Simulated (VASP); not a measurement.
Here is a VASP 6.6.1 calculation.

File INCAR:

```
SYSTEM = Mg3B
PREC     = Accurate       ! precision mode
ENCUT    = 600            ! plane-wave cutoff, eV
EDIFF    = 1E-7           ! SCF threshold, eV
ISMEAR   = 0              ! smearing method
SIGMA    = 0.1            ! smearing width, eV
LREAL    = .False.        ! projectors in reciprocal space
LASPH    = .True.         ! aspherical terms in the spheres
NELM     = 80             ! most SCF steps
ALGO     = Normal         ! electronic algorithm
ISIF     = 3              ! what is computed and relaxed
LWAVE    = .False.        ! write WAVECAR
LCHARG   = .False.        ! write CHGCAR
GGA      = PE             ! functional
IBRION   = 2              ! ionic algorithm
NSW      = 90             ! ionic steps
EDIFFG   = -0.04          ! ionic threshold
```

Contents of KPOINTS:

```
regular mesh
0
Gamma
  4 4 4
  0 0 0
```

Contents of POSCAR:

```
Mg3B
1.0
    3.9368916194      0.0000000000      0.0000000000
    0.0000000000      3.9368916194      0.0000000000
    0.0000000000      0.0000000000      3.9368916194
Mg B
3 1
Direct
    0.0000000000      0.5000000000      0.5000000000
    0.5000000000      0.0000000000      0.5000000000
    0.5000000000      0.5000000000      0.0000000000
    0.0000000000      0.0000000000      0.0000000000
```

Potentials or basis: VASP PAW PBE potentials, release 64 (Mg, B).

The run is started by

```bash
$ cat potpaw_PBE.64/Mg/POTCAR potpaw_PBE.64/B/POTCAR > POTCAR
$ mpirun -np 1 vasp_std > vasp.out
```

(1) What does it give for the relaxed cell?

(2) Estimate the relaxed volume.

Answers

(1) a = 4.044 Å, b = 4.044 Å, c = 4.044 Å, α = 90.00°, β = 90.00°, γ = 90.00°.

(2) 16.54 Å³/atom.

Caveat: the k points lie up to 0.39 Å⁻¹ apart in the final cell.
